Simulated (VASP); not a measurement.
# ZrSe2 (P-3m1) in VASP: single point with HSE06

Aim: the single point of ZrSe2 with HSE06.

All numbers are computed with VASP 6.6.1; they aren't measurements. Logs are shortened: lines on timing, memory, paths and dates and some standing lists are left out, and cuts for length are marked.

### Step 1. The cell of the first run

Symmetry: P-3m1, No. 164, trigonal system. The conventional cell has a = 3.862 Å, b = 3.862 Å, c = 6.181 Å, α = 90.00°, β = 90.00°, γ = 120.00°. Within 3.6 Å of Zr (site symmetry -3m) lie 6 Se at 2.71 Å. Se (site symmetry 3m) has 3 Zr at 2.71 Å within 3.6 Å.

### Step 2. Single point, HSE06 (biaxial xy strain +1.9%)

POSCAR

```
ZrSe2
1.0
    3.8617627922      0.0000000000      0.0000000000
   -1.9308813961      3.3443846814      0.0000000000
    0.0000000000      0.0000000000      6.1806783669
Zr Se
1 2
Direct
    0.0000000000      0.0000000000      0.0000000000
    0.3333333333      0.6666666667      0.2486956378
    0.6666666667      0.3333333333      0.7513043622
```

INCAR.step1

```
ALGO     = Normal         # electronic algorithm
EDIFF    = 1E-5           # SCF threshold, eV
ENCUT    = 400            # plane-wave cutoff, eV
GGA      = PE             # functional
GGA_COMPAT= False        
ISIF     = 2              # what is computed and relaxed
ISMEAR   = 0              # smearing method
KPAR     = 4            
LASPH    = True           # aspherical terms in the spheres
LCHARG   = False          # write CHGCAR
LREAL    = False          # projectors in reciprocal space
LWAVE    = True           # write WAVECAR
NBANDS   = 19             # bands
NELM     = 120            # most SCF steps
PREC     = Accurate       # precision mode
SIGMA    = 0.01           # smearing width, eV
```

INCAR.step2

```
ALGO     = Normal         # electronic algorithm
EDIFF    = 1E-6           # SCF threshold, eV
ENCUT    = 400            # plane-wave cutoff, eV
GGA      = PE             # functional
GGA_COMPAT= False        
HFSCREEN = 0.2079         # screening, 1/A
ISIF     = 2              # what is computed and relaxed
ISMEAR   = 0              # smearing method
ISTART   = 1            
KPAR     = 4            
LASPH    = True           # aspherical terms in the spheres
LCHARG   = False          # write CHGCAR
LHFCALC  = True           # exact exchange
LREAL    = False          # projectors in reciprocal space
LWAVE    = False          # write WAVECAR
NBANDS   = 19             # bands
NELM     = 120            # most SCF steps
PREC     = Accurate       # precision mode
PRECFOCK = Normal       
SIGMA    = 0.01           # smearing width, eV
```

KPOINTS

```
k-points
0
Gamma
  6 6 4
```

Potentials or basis: VASP PAW PBE potentials, release 64 (Zr_sv, Se).

Run with:

```bash
$ cat potpaw_PBE.64/Zr_sv/POTCAR potpaw_PBE.64/Se/POTCAR > POTCAR
$ cp INCAR.step1 INCAR
$ mpirun -np 4 vasp_std > vasp.out
$ cp INCAR.step2 INCAR
$ mpirun -np 4 vasp_std > vasp.out
```

OUTCAR:

```text
EDIFF = 1E-6
   ENCUT = 400
   GGA = PE
   HFSCREEN = 0.2079
   ISIF = 2
   ISMEAR = 0
   ISTART = 1
   LASPH = True
   LHFCALC = True
   LREAL = False
   NELM = 120
   PREC = Accurate
   PRECFOCK = Normal

 ion  position               nearest neighbor table
   1  0.000  0.000  0.000-   2 2.71   3 2.71   2 2.71   3 2.71   3 2.71   2 2.71
   2  0.333  0.667  0.249-   1 2.71   1 2.71   1 2.71
   3  0.667  0.333  0.751-   1 2.71   1 2.71   1 2.71

  LATTYP: Found a hexagonal cell.
 ALAT       =     3.8617627922
 C/A-ratio  =     1.6004811014

  Lattice vectors:

 A1 = (   3.8617627922,   0.0000000000,   0.0000000000)
 A2 = (  -1.9308813961,   3.3443846814,   0.0000000000)
 A3 = (   0.0000000000,   0.0000000000,   6.1806783669)

Analysis of symmetry for initial positions (statically):
=====================================================================
 Subroutine PRICEL returns:
 Original cell was already a primitive cell.

 Routine SETGRP: Setting up the symmetry group for a
 hexagonal supercell.

 Subroutine GETGRP returns: Found 12 space group operations
 (whereof 12 operations were pure point group operations)
 out of a pool of 24 trial point group operations.

The static configuration has the point symmetry D_3d.

Analysis of symmetry for dynamics (positions and initial velocities):
=====================================================================
 Subroutine PRICEL returns:
 Original cell was already a primitive cell.

 Routine SETGRP: Setting up the symmetry group for a
 hexagonal supercell.

 Subroutine GETGRP returns: Found 12 space group operations
 (whereof 12 operations were pure point group operations)
 out of a pool of 24 trial point group operations.

The dynamic configuration has the point symmetry D_3d.

 Subroutine INISYM returns: Found 12 space group operations
 (whereof 12 operations are pure point group operations),
 and found     1 'primitive' translations

----------------------------------------------------------------------------------------

                                     Primitive cell

  volume of cell :      79.8248

  direct lattice vectors                    reciprocal lattice vectors
     3.861762792  0.000000000  0.000000000     0.258949100  0.149504333  0.000000000
    -1.930881396  3.344384681  0.000000000     0.000000000  0.299008665  0.000000000
     0.000000000  0.000000000  6.180678367     0.000000000  0.000000000  0.161794538

  length of vectors
     3.861762792  3.861762792  6.180678367     0.299008665  0.299008665  0.161794538

  position of ions in fractional coordinates (direct lattice)
     0.000000000  0.000000000  0.000000000
     0.333333333  0.666666667  0.248695638
     0.666666667  0.333333333  0.751304362

  ion indices of the primitive-cell ions
   primitive index   ion index
                 1           1
                 2           2
                 3           3

----------------------------------------------------------------------------------------

 KPOINTS: k-points

Automatic generation of k-mesh.
 Grid dimensions read from file:
 generate k-points for:    6    6    4

 Generating k-lattice:

  Cartesian coordinates                     Fractional coordinates (reciprocal lattice)
     0.043158183  0.024917389  0.000000000     0.166666667  0.000000000  0.000000000
     0.000000000  0.049834778  0.000000000     0.000000000  0.166666667  0.000000000
     0.000000000  0.000000000  0.040448634     0.000000000  0.000000000  0.250000000

  Length of vectors
     0.049834778  0.049834778  0.040448634

  Shift w.r.t. Gamma in fractional coordinates (k-lattice)
     0.000000000  0.000000000  0.000000000

 Subroutine IBZKPT returns following result:
 ===========================================

 Found     24 irreducible k-points:

 Following reciprocal coordinates:
            Coordinates               Weight
  0.000000  0.000000  0.000000      1.000000
  0.166667  0.000000  0.000000      6.000000
  0.333333  0.000000  0.000000      6.000000
  0.500000  0.000000  0.000000      3.000000
  0.166667  0.166667  0.000000      6.000000
  0.333333  0.166667  0.000000     12.000000
[... 16 lines left out ...]
  0.333333  0.166667  0.500000     12.000000
  0.333333  0.333333  0.500000      2.000000
   k-points           NKPTS =     24   k-points in BZ     NKDIM =    144   number of bands    NBANDS=     19
   number of dos      NEDOS =    301   number of ions     NIONS =      3
   total plane-waves  NPLWV =  31360
   dimension x,y,z NGX =    28 NGY =   28 NGZ =   40
   dimension x,y,z NGXF=    56 NGYF=   56 NGZF=   80
   ions per type =               1   2
   NGX,Y,Z   is equivalent  to a cutoff of  12.05, 12.05, 10.76 a.u.
   NGXF,Y,Z  is equivalent  to a cutoff of  24.11, 24.11, 21.52 a.u.
 SYSTEM =  unknown system
   PREC   = accura    normal or accurate (medium, high low for compatibility)
   ISTART =      1    job   : 0-new  1-cont  2-samecut
   ICHARG =      0    charge: 1-file 2-atom 10-const
   ISPIN  =      1    spin polarized calculation?
   LNONCOLLINEAR =      F non collinear calculations
   LSORBIT =      F    spin-orbit coupling
   LASPH  =      T    aspherical Exc in radial PAW
   ENCUT  =  400.0 eV  29.40 Ry    5.42 a.u.   6.30  6.30 10.08*2*pi/ulx,y,z
   NELM   =    120;   NELMIN=  2; NELMDL=  0     # of ELM steps
   EDIFF  = 0.1E-05   stopping-criterion for ELM
   LREAL  =      F    real-space projection
   EDIFFG = 0.1E-04   stopping-criterion for IOM
   NSW    =      0    number of steps for IOM
   IBRION =     -1    ionic relax: 0-MD 1-quasi-New 2-CG
   NFREE  =      0    steps in history (QN), initial steepest desc. (CG)
   ISIF   =      2    stress and relaxation
   ISYM   =      3    0-nonsym 1-usesym 2-fastsym
   POTIM  = 0.5000    time-step for ionic-motion
   TEBEG  =    0.0;   TEEND  =   0.0 temperature during run
   PSTRESS=    0.0 pullay stress
   NELECT =      24.0000    total number of electrons
   NUPDOWN=      -1.0000    fix difference up-down
   EMIN   =  10.00;   EMAX   =-10.00  energy-range for DOS
   EFERMI =   0.00;   METHOD = LEGACY
   ISMEAR =     0;   SIGMA  =   0.01  broadening in eV -4-tet -1-fermi 0-gaus
   EFERMI_NEDOS =   21; number of points for ismear=-14 and -15
   IALGO  =     38    algorithm
   IMIX   =      1    mixing-type and parameters
     AMIX     =   0.40;   BMIX     =  1.00
     AMIX_MAG =   1.60;   BMIX_MAG =  1.00
  volume/ion in A,a.u.               =      26.61       179.56
  Fermi-wavevector in a.u.,A,eV,Ry     =   1.096729  2.072517 16.365279  1.202814
  Thomas-Fermi vector in A             =   2.233076
   LORBIT       =      0    0 simple, 1 ext, 2 COOP (PROOUT), +10 PAW based schemes
   GGA     = PE    functional components
   LHFCALC =     T    Hartree Fock is set to
   PRECFOCK=normal    Normal, Fast or Accurate (Low or Medium for compatibility)
   ENCUT4O =  -1.0   cutoff for four orbital integrals eV
   NKREDX  =     1    reduce k-point grid by
   NKREDY  =     1    reduce k-point grid by
   NKREDZ  =     1    reduce k-point grid by
   AEXX    =    0.2500 exact exchange contribution
   HFSCREEN=    0.2079 screening length (either q_TF or 0.3 A-1)
   HFSCREENC=   0.2079 screening length for correlation (either q_TF or 0.3 A-1)
   ENCUTFOCK=  -1.0 apply spherical cutoff to Coloumb kernel
   IVDW    =     0    specifies the selected vdW correction
   LEPSILON=     F    determine dielectric tensor
   LRPA    =     F    only Hartree local field effects (RPA)
 non-spin polarized calculation
 Gauss-broadening in eV      SIGMA  =   0.01
  energy-cutoff  :      400.00
  volume of cell :       79.82
 maximum number of plane-waves:      1466
 NGX is ok and might be reduce to    28
  NGX = 20; NGY = 20; NGZ = 32

 number of electron      24.0000000 magnetization

 Free energy of the ion-electron system (eV)
  ---------------------------------------------------
  ext. energy  EPLUGINS =         0.00000000
  ---------------------------------------------------
  free energy    TOTEN  =       -23.31562232 eV

  energy without entropy =      -23.31562232  energy(sigma->0) =      -23.31562232

 E-fermi :   3.6254     XC(G=0):  -7.7444

 val. band max:        3.5596550742   @ k =   0.0000   0.0000   0.0000
 cond. band min:       4.6537697610   @ k =   0.5000   0.0000   0.5000
 fundamental gap:      1.0941146868
 Fermi energy:         3.6254082117

 k-point     1 :       0.0000    0.0000    0.0000
  band No.  band energies     occupation
      1     -49.6427      2.00000
      2     -26.2741      2.00000
      3     -26.1517      2.00000
      4     -26.1517      2.00000
      5     -10.8682      2.00000
      6      -9.4853      2.00000
[... 11 lines left out ...]
     18       9.0025      0.00000
     19       9.2338      0.00000

 k-point     2 :       0.1667    0.0000    0.0000
  band No.  band energies     occupation
      1     -49.6399      2.00000
      2     -26.2640      2.00000
      3     -26.1991      2.00000
      4     -26.1621      2.00000
      5     -10.6142      2.00000
      6      -9.5203      2.00000
[... 11 lines left out ...]
     18      10.2653      0.00000
     19      10.9779      0.00000

 k-point     3 :       0.3333    0.0000    0.0000
  band No.  band energies     occupation
      1     -49.6342      2.00000
      2     -26.2933      2.00000
      3     -26.2432      2.00000
      4     -26.1827      2.00000
      5     -10.0598      2.00000
      6      -9.5787      2.00000
[... 11 lines left out ...]
     18      10.9165      0.00000
     19      11.6543      0.00000

 k-point     4 :       0.5000    0.0000    0.0000
  band No.  band energies     occupation
      1     -49.6313      2.00000
      2     -26.3392      2.00000
      3     -26.2332      2.00000
      4     -26.1930      2.00000
      5      -9.8047      2.00000
      6      -9.5435      2.00000
[... 407 lines left out ...]
     18      11.8620      0.00000
     19      12.1099      0.00000

 k-point    23 :       0.3333    0.1667    0.5000
  band No.  band energies     occupation
      1     -49.6313      2.00000
      2     -26.3145      2.00000
      3     -26.2339      2.00000
      4     -26.2176      2.00000
      5      -9.7989      2.00000
      6      -9.5441      2.00000
[... 11 lines left out ...]
     18      10.6579      0.00000
     19      11.3839      0.00000

 k-point    24 :       0.3333    0.3333    0.5000
  band No.  band energies     occupation
      1     -49.6299      2.00000
      2     -26.2804      2.00000
      3     -26.2804      2.00000
      4     -26.2289      2.00000
      5      -9.5987      2.00000
      6      -9.5987      2.00000
[... 11 lines left out ...]
     18      11.8886      0.00000
     19      11.8886      0.00000

------------------------ aborting loop because EDIFF is reached ----------------------------------------

  FORCE on cell =-STRESS in cart. coord.  units (eV):
  Direction    XX          YY          ZZ          XY          YZ          ZX
  --------------------------------------------------------------------------------------
  -------------------------------------------------------------------------------------
  Total       -1.2615645     -1.2615645      0.1158934     -0.0000000      0.0000000      0.0000000
  in kB      -25.3210718    -25.3210718      2.3261161     -0.0000000      0.0000000      0.0000000
  external PRESSURE =     -16.1053425 kB  Pullay stress =       0.0000000 kB

 VOLUME and BASIS-vectors are now :
 -----------------------------------------------------------------------------
  energy-cutoff  :      400.00
  volume of cell :       79.82
      direct lattice vectors                 reciprocal lattice vectors
     3.861762792  0.000000000  0.000000000     0.258949100  0.149504333  0.000000000
    -1.930881396  3.344384681  0.000000000     0.000000000  0.299008665  0.000000000
     0.000000000  0.000000000  6.180678367     0.000000000  0.000000000  0.161794538

 POSITION                                       TOTAL-FORCE (eV/Angst)
 -----------------------------------------------------------------------------------
      0.00000      0.00000      0.00000        -0.000000      0.000000      0.000000
     -0.00000      2.22959      1.53711         0.000000     -0.000000     -0.151881
      1.93088      1.11479      4.64357        -0.000000      0.000000      0.151881
 -----------------------------------------------------------------------------------
    total drift:                                0.000000     -0.000000     -0.000000

  FREE ENERGIE OF THE ION-ELECTRON SYSTEM (eV)
  ---------------------------------------------------
  free  energy   TOTEN  =       -23.3156223159 eV

  energy  without entropy=      -23.3156223159  energy(sigma->0) =      -23.31562232
```

Run time: 19 min. Hardware: 4 MPI ranks of Intel Xeon Platinum 8375C at 2.90GHz (Ice Lake), shared host; peak memory 0.29 GiB.

Results:

- Free energy: -23.3156 eV
- Pressure: -1.6 GPa
- Largest force: 0.152 eV/Å
- Band gap on the k mesh: 1.09 eV (least direct gap 1.72 eV)

Forces in eV/Å, atoms in the order of the input:
```
Zr   0.000  0.000  0.000
Se   0.000  0.000 -0.152
Se   0.000  0.000  0.152
```

Stress tensor (GPa, compression positive):
```
-2.53  0.00  0.00
 0.00 -2.53  0.00
 0.00  0.00  0.23
```

Levels at points of the mesh, in eV from the valence-band top:
```tsv
k point	band 8	band 9	band 10	band 11	band 12	band 13	band 14	band 15	band 16	band 17
(0.00, 0.00, 0.00)	-3.12	-3.12	-0.20	-0.20	0.00	1.72	1.72	2.42	5.03	5.03
(0.50, 0.00, 0.00)	-3.26	-2.83	-2.82	-2.34	-1.65	1.24	3.25	3.55	5.58	5.79
(0.00, 0.00, 0.50)	-3.07	-3.07	-2.13	-0.37	-0.37	1.69	1.69	2.71	5.45	5.45
(0.50, 0.00, 0.50)	-3.96	-3.01	-2.68	-1.34	-1.12	1.09	3.24	3.54	5.21	5.76
```

Caveat: the cell differs from its parent crystal (biaxial xy strain +1.9%); the PAW data sets were made with another functional, which shifts forces and pressure a little; this functional lacks dispersion, which binds layers or chains, so the pressure and a relaxed spacing across them are unreliable. A k mesh can miss the band edges.
